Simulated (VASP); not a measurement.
# EuS (Fm-3m) in VASP: settings compared

The runs below take EuS through single point, relaxation of cell and atoms, with B3LYP, PBEsol.

All numbers are computed with VASP 6.6.1; they aren't measurements. Logs are shortened: lines on timing, memory, paths and dates and some standing lists are left out, and cuts for length are marked.

**Experimental background.**

“Crystal-field mediated electronic transitions of EuS up to 35 GPa”, 2022, pmc:8786971 reports, for a powder of EuS at 300 K: band gap 1.72 eV (optical).

How close the calculation comes is told below.

### 1 The cell of the first run

The structure is cubic, space group Fm-3m (No. 225). Conventional cell: a = 6.057 Å, b = 6.057 Å, c = 6.057 Å, α = 90.00°, β = 90.00°, γ = 90.00°. Within 4.0 Å of Eu (site symmetry m-3m) lie 6 S at 3.03 Å. S (site symmetry m-3m) has 6 Eu at 3.03 Å within 4.0 Å.

### 2 Single point, B3LYP, collinear spin, ferromagnetic start

File POSCAR:

```
EuS
1.0
    0.0000000000      3.0286371673      3.0286371673
    3.0286371673      0.0000000000      3.0286371673
    3.0286371673      3.0286371673      0.0000000000
Eu S
1 1
Direct
    0.0000000000      0.0000000000      0.0000000000
    0.5000000000      0.5000000000      0.5000000000
```

File INCAR.step1:

```
SYSTEM = EuS
  ALGO = Normal
  EDIFF = 1E-5
  ENCUT = 520
  GGA = PE
  GGA_COMPAT = .FALSE.
  ISIF = 2
  ISMEAR = -1
  ISPIN = 2
  LASPH = .TRUE.
  LCHARG = .FALSE.
  LMAXMIX = 6
  LORBIT = 11
  LREAL = .FALSE.
  LWAVE = .TRUE.
  MAGMOM = 7 0
  NBANDS = 22
  NELM = 200
  PREC = Accurate
  SIGMA = 0.05
```

File INCAR.step2:

```
SYSTEM = EuS
  AEXX = 0.2
  AGGAC = 0.81
  AGGAX = 0.72
  ALDAC = 0.19
  ALGO = Normal
  EDIFF = 1E-6
  ENCUT = 520
  GGA = B3
  GGA_COMPAT = .FALSE.
  ISIF = 2
  ISMEAR = -1
  ISPIN = 2
  ISTART = 1
  LASPH = .TRUE.
  LCHARG = .FALSE.
  LHFCALC = .TRUE.
  LMAXMIX = 6
  LORBIT = 11
  LREAL = .FALSE.
  LWAVE = .FALSE.
  MAGMOM = 7 0
  NBANDS = 22
  NELM = 200
  PREC = Accurate
  PRECFOCK = Normal
  SIGMA = 0.05
```

File KPOINTS:

```
k-points
0
G
  4 4 4
  0 0 0
```

Potentials or basis: VASP PAW PBE potentials, release 64 (Eu, S).

The run is started by

```console
cat potpaw_PBE.64/Eu/POTCAR potpaw_PBE.64/S/POTCAR > POTCAR
cp INCAR.step1 INCAR
mpirun -np 1 vasp_std > vasp.out
cp INCAR.step2 INCAR
mpirun -np 1 vasp_std > vasp.out
```

OUTCAR:

```text
SYSTEM = EuS
   AEXX = 0.2
   EDIFF = 1E-6
   ENCUT = 520
   GGA = B3
   ISIF = 2
   ISMEAR = -1
   ISPIN = 2
   ISTART = 1
   LASPH = .TRUE.
   LHFCALC = .TRUE.
   LORBIT = 11
   LREAL = .FALSE.
   NELM = 200
   PREC = Accurate
   PRECFOCK = Normal

 ion  position               nearest neighbor table
   1  0.000  0.000  0.000-   2 3.03   2 3.03   2 3.03   2 3.03   2 3.03   2 3.03
   2  0.500  0.500  0.500-   1 3.03   1 3.03   1 3.03   1 3.03   1 3.03   1 3.03

  LATTYP: Found a face centered cubic cell.
 ALAT       =     6.0572743346

  Lattice vectors:

 A1 = (   0.0000000000,   3.0286371673,   3.0286371673)
 A2 = (   3.0286371673,   0.0000000000,   3.0286371673)
 A3 = (   3.0286371673,   3.0286371673,   0.0000000000)

Analysis of symmetry for initial positions (statically):
=====================================================================
 Subroutine PRICEL returns:
 Original cell was already a primitive cell.

 Routine SETGRP: Setting up the symmetry group for a
 face centered cubic supercell.

 Subroutine GETGRP returns: Found 48 space group operations
 (whereof 48 operations were pure point group operations)
 out of a pool of 48 trial point group operations.

The static configuration has the point symmetry O_h .

Analysis of symmetry for dynamics (positions and initial velocities):
=====================================================================
 Subroutine PRICEL returns:
 Original cell was already a primitive cell.

 Routine SETGRP: Setting up the symmetry group for a
 face centered cubic supercell.

 Subroutine GETGRP returns: Found 48 space group operations
 (whereof 48 operations were pure point group operations)
 out of a pool of 48 trial point group operations.

The dynamic configuration has the point symmetry O_h .

Analysis of structural, dynamic, and magnetic symmetry:
=====================================================================
 Subroutine PRICEL returns:
 Original cell was already a primitive cell.

 Routine SETGRP: Setting up the symmetry group for a
 face centered cubic supercell.

 Subroutine GETGRP returns: Found 48 space group operations
 (whereof 48 operations were pure point group operations)
 out of a pool of 48 trial point group operations.

The overall configuration has the point symmetry O_h .

 Subroutine INISYM returns: Found 48 space group operations
 (whereof 48 operations are pure point group operations),
 and found     1 'primitive' translations

----------------------------------------------------------------------------------------

                                     Primitive cell

  volume of cell :      55.5612

  direct lattice vectors                    reciprocal lattice vectors
     0.000000000  3.028637167  3.028637167    -0.165090756  0.165090756  0.165090756
     3.028637167  0.000000000  3.028637167     0.165090756 -0.165090756  0.165090756
     3.028637167  3.028637167  0.000000000     0.165090756  0.165090756 -0.165090756

  length of vectors
     4.283139758  4.283139758  4.283139758     0.285945577  0.285945577  0.285945577

  position of ions in fractional coordinates (direct lattice)
     0.000000000  0.000000000  0.000000000
     0.500000000  0.500000000  0.500000000

  ion indices of the primitive-cell ions
   primitive index   ion index
                 1           1
                 2           2

----------------------------------------------------------------------------------------

 KPOINTS: k-points

Automatic generation of k-mesh.
 Grid dimensions read from file:
 generate k-points for:    4    4    4

 Generating k-lattice:

  Cartesian coordinates                     Fractional coordinates (reciprocal lattice)
    -0.041272689  0.041272689  0.041272689     0.250000000  0.000000000  0.000000000
     0.041272689 -0.041272689  0.041272689     0.000000000  0.250000000  0.000000000
     0.041272689  0.041272689 -0.041272689     0.000000000  0.000000000  0.250000000

  Length of vectors
     0.071486394  0.071486394  0.071486394

  Shift w.r.t. Gamma in fractional coordinates (k-lattice)
     0.000000000  0.000000000  0.000000000

 Subroutine IBZKPT returns following result:
 ===========================================

 Found      8 irreducible k-points:

 Following reciprocal coordinates:
            Coordinates               Weight
  0.000000  0.000000  0.000000      1.000000
  0.250000  0.000000  0.000000      8.000000
  0.500000  0.000000  0.000000      4.000000
  0.250000  0.250000  0.000000      6.000000
  0.500000  0.250000  0.000000     24.000000
 -0.250000  0.250000  0.000000     12.000000
  0.500000  0.500000  0.000000      3.000000
 -0.250000  0.500000  0.250000      6.000000
   k-points           NKPTS =      8   k-points in BZ     NKDIM =     64   number of bands    NBANDS=     22
   number of dos      NEDOS =    301   number of ions     NIONS =      2
   total plane-waves  NPLWV =  32768
   dimension x,y,z NGX =    32 NGY =   32 NGZ =   32
[... 55 lines left out ...]
  volume of cell :       55.56
 maximum number of plane-waves:      1524
  NGX = 24; NGY = 24; NGZ = 24

 number of electron      23.0000004 magnetization       7.0006463

 Free energy of the ion-electron system (eV)
  ---------------------------------------------------
  ext. energy  EPLUGINS =         0.00000000
  ---------------------------------------------------
  free energy    TOTEN  =       -30.22647716 eV

  energy without entropy =      -30.22647667  energy(sigma->0) =      -30.22647692

 E-fermi :   3.6804     XC(G=0):  -7.4601

 val. band max:        3.0838670283   @ k =   0.0000   0.0000   0.0000
 cond. band min:       4.2677789158   @ k =   0.5000   0.5000   0.0000
 fundamental gap:      1.1839118875
 Fermi energy:         3.6803629834

 spin component 1

 k-point     1 :       0.0000    0.0000    0.0000
  band No.  band energies     occupation
      1     -39.2674      1.00000
      2     -17.2679      1.00000
      3     -17.2679      1.00000
      4     -17.2679      1.00000
      5     -10.8330      1.00000
      6       0.5646      1.00000
[... 14 lines left out ...]
     21       6.9727      0.00000
     22      12.7091      0.00000

 k-point     2 :       0.2500    0.0000    0.0000
  band No.  band energies     occupation
      1     -39.2613      1.00000
      2     -17.4404      1.00000
      3     -17.2781      1.00000
      4     -17.2781      1.00000
      5     -10.4367      1.00000
      6      -0.8160      1.00000
[... 14 lines left out ...]
     21       8.7781      0.00000
     22      13.6112      0.00000
[... 108 lines left out ...]
      6      -0.5956      1.00000
[... 14 lines left out ...]
     21       9.7658      0.00000
     22      12.0878      0.00000

 k-point     8 :      -0.2500    0.5000    0.2500
  band No.  band energies     occupation
      1     -39.2511      1.00000
      2     -17.4270      1.00000
      3     -17.4270      1.00000
      4     -17.3849      1.00000
      5     -10.2886      1.00000
      6      -0.6482      1.00000
[... 14 lines left out ...]
     21      12.0739      0.00000
     22      13.0317      0.00000
 Fermi energy:         3.6803629834

 spin component 2

 k-point     1 :       0.0000    0.0000    0.0000
  band No.  band energies     occupation
      1     -36.1339      1.00000
      2     -14.9326      1.00000
      3     -14.9326      1.00000
      4     -14.9326      1.00000
      5     -10.8558      1.00000
      6       0.8046      1.00000
[... 14 lines left out ...]
     21      12.9142      0.00000
     22      14.8329      0.00000

 k-point     2 :       0.2500    0.0000    0.0000
  band No.  band energies     occupation
      1     -36.1254      1.00000
      2     -15.2210      1.00000
      3     -14.9449      1.00000
      4     -14.9449      1.00000
      5     -10.3632      1.00000
      6      -0.6826      1.00000
[... 14 lines left out ...]
     21      12.8851      0.00000
     22      14.8983      0.00000
[... 123 lines left out ...]
     21      12.8788      0.00000
     22      13.7255      0.00000

 k-point     8 :      -0.2500    0.5000    0.2500
  band No.  band energies     occupation
      1     -36.1113      1.00000
      2     -15.1499      1.00000
      3     -15.1499      1.00000
      4     -15.1247      1.00000
      5     -10.2719      1.00000
      6      -0.5513      1.00000
[... 14 lines left out ...]
     21      12.9388      0.00000
     22      13.5584      0.00000

------------------------ aborting loop because EDIFF is reached ----------------------------------------

  FORCE on cell =-STRESS in cart. coord.  units (eV):
  Direction    XX          YY          ZZ          XY          YZ          ZX
  --------------------------------------------------------------------------------------
  -------------------------------------------------------------------------------------
  Total       -0.1813809     -0.1813809     -0.1813809      0.0000000      0.0000000     -0.0000000
  in kB       -5.2303444     -5.2303444     -5.2303444      0.0000000      0.0000000     -0.0000000
  external PRESSURE =      -5.2303444 kB  Pullay stress =       0.0000000 kB

 VOLUME and BASIS-vectors are now :
 -----------------------------------------------------------------------------
  energy-cutoff  :      520.00
  volume of cell :       55.56
      direct lattice vectors                 reciprocal lattice vectors
     0.000000000  3.028637167  3.028637167    -0.165090756  0.165090756  0.165090756
     3.028637167  0.000000000  3.028637167     0.165090756 -0.165090756  0.165090756
     3.028637167  3.028637167  0.000000000     0.165090756  0.165090756 -0.165090756

 POSITION                                       TOTAL-FORCE (eV/Angst)
 -----------------------------------------------------------------------------------
      0.00000      0.00000      0.00000         0.000000      0.000000      0.000000
      3.02864      3.02864      3.02864        -0.000000     -0.000000     -0.000000
 -----------------------------------------------------------------------------------
    total drift:                               -0.000000     -0.000011     -0.000005

  FREE ENERGIE OF THE ION-ELECTRON SYSTEM (eV)
  ---------------------------------------------------
  free  energy   TOTEN  =       -30.2264771635 eV

  energy  without entropy=      -30.2264766746  energy(sigma->0) =      -30.22647692

 total charge

# of ion       s       p       d       f       tot
--------------------------------------------------
    1        2.027   5.788   0.207   6.821  14.844
    2        1.317   2.476   0.000   0.000   3.793
--------------------------------------------------
tot          3.344   8.265   0.207   6.821  18.638

 magnetization (x)

# of ion       s       p       d       f       tot
--------------------------------------------------
    1       -0.013  -0.099   0.035   6.801   6.725
    2       -0.005  -0.040   0.000   0.000  -0.044
--------------------------------------------------
tot         -0.018  -0.138   0.035   6.801   6.680
```

Run time: 52 min. Hardware: 1 thread of AMD EPYC, shared host; peak memory 0.2 GiB.

What came out:

- Free energy: -30.2265 eV
- Pressure: -0.5 GPa
- Band gap on the k mesh: 1.18 eV (least direct gap 1.38 eV)
- Net moment: 7.00 μB per cell
- Site moments: Eu +6.72; S -0.04 μB
- Valence electrons inside the program's atomic spheres: Eu 14.84; S 3.79

Caveat: the k points lie up to 0.45 Å⁻¹ apart; the PAW data sets were made with another functional, which shifts forces and pressure a little; spin-orbit coupling is left out, which moves the levels of the heavy elements; a cell with one magnetic atom can't hold antiferromagnetic order, which such compounds often take. A k mesh can miss the band edges.

### 3 Single point, PBEsol, collinear spin, ferromagnetic start

This run uses another cell than the first one, of 23.49 Å³/atom.

File INCAR:

```
SYSTEM = EuS
  PREC = Accurate
  ENCUT = 600
  EDIFF = 1E-6
  ISMEAR = -1
  SIGMA = 0.05
  LREAL = .FALSE.
  LASPH = .TRUE.
  NELM = 200
  ALGO = Normal
  ISIF = 2
  LWAVE = .FALSE.
  LCHARG = .TRUE.
  ISPIN = 2
  MAGMOM = 7 0
  LORBIT = 11
  LMAXMIX = 6
  GGA = PS
  LELF = .TRUE.
  LVHAR = .TRUE.
  NBANDS = 22
  GGA_COMPAT = .FALSE.
```

File KPOINTS:

```
Automatic mesh
0
G
  8 8 8
  0 0 0
```

File POSCAR:

```
EuS
1.0
    0.0000000000      2.8637749285      2.8637749285
    2.8637749285      0.0000000000      2.8637749285
    2.8637749285      2.8637749285      0.0000000000
Eu S
1 1
Direct
    0.0000000000      0.0000000000      0.0000000000
    0.5000000000      0.5000000000      0.5000000000
```

Potentials or basis: VASP PAW PBE potentials, release 64 (Eu, S).

The run is started by

```console
cat potpaw_PBE.64/Eu/POTCAR potpaw_PBE.64/S/POTCAR > POTCAR
mpirun -np 1 vasp_std > vasp.out
```

Wall time 65 s (1 thread of Intel Xeon Platinum 8259CL at 2.50GHz (Skylake/Cascade Lake), shared host); peak memory 0.24 GiB.

The run converged. Its results:

| Item | Value |
| --- | --- |
| Free energy | -20.5967 eV |
| Pressure | -0.3 GPa |
| Net moment | 6.91 μB per cell |
| Site moments | Eu +6.53; S -0.08 μB |
| Valence electrons inside the program's atomic spheres | Eu 14.74; S 3.75 |

Levels at points of the mesh, in eV from the Fermi level:
Spin up:
| k point | band 11 | band 12 | band 13 | band 14 | band 15 | band 16 | band 17 | band 18 | band 19 | band 20 |
| --- | --- | --- | --- | --- | --- | --- | --- | --- | --- | --- |
| (0.00, 0.00, 0.00) | -0.27 | -0.27 | 0.17 | 0.17 | 0.17 | 0.95 | 0.95 | 0.95 | 1.44 | 1.94 |
| (0.50, 0.00, 0.00) | -0.44 | -0.33 | -0.33 | -0.28 | -0.27 | 3.26 | 3.61 | 3.99 | 3.99 | 7.17 |
| (0.50, 0.50, 0.00) | -0.38 | -0.35 | -0.35 | -0.29 | -0.04 | -0.04 | 3.25 | 3.86 | 5.17 | 5.19 |
Spin down:
```tsv
k point	band 4	band 5	band 6	band 7	band 8	band 9	band 10	band 11	band 12	band 13
(0.00, 0.00, 0.00)	-17.77	-13.67	-2.54	-2.54	-2.54	1.71	1.71	1.71	2.06	2.71
(0.50, 0.00, 0.00)	-17.81	-12.29	-5.46	-3.94	-3.94	2.85	3.92	3.92	4.27	4.27
(0.50, 0.50, 0.00)	-17.96	-13.28	-3.66	-2.86	-2.86	-0.52	4.10	4.11	4.18	4.27
```

Caveat: the PAW data sets were made with another functional, which shifts forces and pressure a little; spin-orbit coupling is left out, which moves the levels of the heavy elements; a cell with one magnetic atom can't hold antiferromagnetic order, which such compounds often take; semilocal functionals describe open f shells poorly, which spoils levels, moments and volumes.

### 4 Relaxation of cell and atoms, PBEsol, collinear spin, ferromagnetic start

This run uses another cell than the first one, of 26.42 Å³/atom.

File INCAR:

```
PREC = Accurate
ENCUT = 600
EDIFF = 1E-7
ISMEAR = -1
SIGMA = 0.05
LREAL = False
LASPH = True
NELM = 200
ALGO = Normal
ISIF = 3
LWAVE = False
LCHARG = False
ISPIN = 2
MAGMOM = 7 0
LORBIT = 11
LMAXMIX = 6
GGA = PS
IBRION = 2
NSW = 60
EDIFFG = -0.01
GGA_COMPAT = False
NELMIN = 4
```

File KPOINTS:

```
regular mesh
0
Gamma
  8 8 8
```

File POSCAR:

```
EuS
1.0
    0.0000000000      2.9785000000      2.9785000000
    2.9785000000      0.0000000000      2.9785000000
    2.9785000000      2.9785000000      0.0000000000
Eu S
1 1
Direct
    0.0000000000      0.0000000000      0.0000000000
    0.5000000000      0.5000000000      0.5000000000
```

The run is started by

```console
cat potpaw_PBE.64/Eu/POTCAR potpaw_PBE.64/S/POTCAR > POTCAR
mpirun -np 1 vasp_std > vasp.out
```

Run time: 7.7 min. Hardware: 1 thread of Intel Xeon Platinum 8259CL at 2.50GHz (Skylake/Cascade Lake), shared host; peak memory 0.29 GiB.

The run converged. Its results:

* Free energy: -20.5983 eV
* Relaxed volume: 23.36 Å³/atom
* Relaxed cell: a = 4.043 Å, b = 4.043 Å, c = 4.043 Å, α = 60.00°, β = 60.00°, γ = 60.00°
* Space group after relaxing (to 0.1 Å): Fm-3m (No. 225)
* Energy gained by relaxing: 60.9 meV/atom
* Ionic steps: 3
* Pressure after relaxing: 0.0 GPa
* Net moment: -6.90 μB per cell
* Site moments: Eu -6.53; S +0.08 μB
* Valence electrons inside the program's atomic spheres: Eu 14.74; S 3.75

Step by step:
| step | energy change (eV) | largest force (eV/Å) | pressure (GPa) | volume (Å³) |
| --- | --- | --- | --- | --- |
| 1 | 0.0000 | 0.0000 | -5.73 | 52.85 |
| 2 | -0.1192 | 0.0000 | 1.06 | 45.95 |
| 3 | -0.1217 | 0.0000 | 0.01 | 46.72 |

Final structure:
```cif
data_structure
_symmetry_space_group_name_H-M 'P 1'
_symmetry_Int_Tables_number 1
_cell_length_a 4.0426
_cell_length_b 4.0426
_cell_length_c 4.0426
_cell_angle_alpha 60.000
_cell_angle_beta 60.000
_cell_angle_gamma 60.000
_cell_volume 46.72
loop_
_atom_site_label
_atom_site_type_symbol
_atom_site_fract_x
_atom_site_fract_y
_atom_site_fract_z
_atom_site_occupancy
Eu1 Eu 0.00000 0.00000 0.00000 1
S1 S 0.50000 0.50000 0.50000 1
```

Levels at points of the mesh, in eV from the Fermi level:
Spin up:
| k point | band 5 | band 6 | band 7 | band 8 | band 9 | band 10 | band 11 | band 12 |
| --- | --- | --- | --- | --- | --- | --- | --- | --- |
| (0.00, 0.00, 0.00) | -13.68 | -2.54 | -2.54 | -2.54 | 1.71 | 1.71 | 1.71 | 2.10 |
| (0.50, 0.00, 0.00) | -12.28 | -5.47 | -3.95 | -3.95 | 2.85 | 3.91 | 3.91 | 4.26 |
| (0.50, 0.50, 0.00) | -13.28 | -3.65 | -2.86 | -2.86 | -0.53 | 4.10 | 4.12 | 4.18 |
Spin down:
```
           k point  band 11  band 12  band 13  band 14  band 15  band 16  band 17  band 18  band 19
(0.00, 0.00, 0.00)    -0.27    -0.27     0.17     0.17     0.17     0.95     0.95     0.95     1.48
(0.50, 0.00, 0.00)    -0.44    -0.33    -0.33    -0.28    -0.27     3.28     3.63     4.01     4.01
(0.50, 0.50, 0.00)    -0.38    -0.35    -0.35    -0.29    -0.04    -0.04     3.26     3.90     5.21
```

Caveat: the PAW data sets were made with another functional, which shifts forces and pressure a little; spin-orbit coupling is left out, which moves the levels of the heavy elements; a cell with one magnetic atom can't hold antiferromagnetic order, which such compounds often take; semilocal functionals describe open f shells poorly, which spoils levels, moments and volumes. With open d or f shells a metallic result of PBEsol can be an artefact of self-interaction; +U or a hybrid may open a gap.

### 5 Overview

| task | level | cell | k mesh | cutoff (eV) | grid for exact exchange (PRECFOCK) | share of exact exchange | gap on the mesh (eV) | pressure (GPa) | moment (μB) |
| --- | --- | --- | --- | --- | --- | --- | --- | --- | --- |
| single point | B3LYP | a = 4.283 Å, angles 60.0°, 2 atoms | 4 × 4 × 4 | 520 | Normal | 0.2 | 1.18 | -0.5 | 7.00 |
| single point | PBEsol | a = 4.050 Å, angles 60.0°, 2 atoms | 8 × 8 × 8 | 600 | - | - | none | -0.3 | 6.91 |
| relaxation of cell and atoms | PBEsol | relaxed from a = 4.212 Å, angles 60.0°, 2 atoms | 8 × 8 × 8 | 600 | - | - | none | 0.0 | 6.90 |

Alike in all rows: potentials or basis VASP PAW PBE potentials, release 64 (Eu, S); spin collinear, ferromagnetic start; smearing fermi-dirac 0.05 eV.

Caveats: some runs use coarse meshes; the PAW data sets were made with another functional, which shifts forces and pressure a little; spin-orbit coupling is left out, which moves the levels of the heavy elements; a cell with one magnetic atom can't hold antiferromagnetic order, which such compounds often take; semilocal functionals describe open f shells poorly, which spoils levels, moments and volumes (at least some runs).

Absolute energies hang on the potentials; compare differences alone.

### 6 Comparison with measurements

Step 3. Measured gap of EuS: 1.72 eV (optical; 300 K; powder; “Crystal-field mediated electronic transitions of EuS up to 35 GPa”, 2022, pmc:8786971). This calculation gives 0.00 eV (-1.72 eV). So large a miss can be the level of theory's own, or it may mean another phase, state or a wrong row. Spin-orbit coupling on Eu is left out. The value is that of PBEsol on a finite k mesh, which can miss the band edges, without temperature or zero-point motion. Semilocal functionals fall short of measured gaps as a rule. The run's magnetic order (collinear spin, ferromagnetic start) needn't be the measured crystal's.

The gap in the log of VASP goes by the Fermi energy; the results here count the filled bands.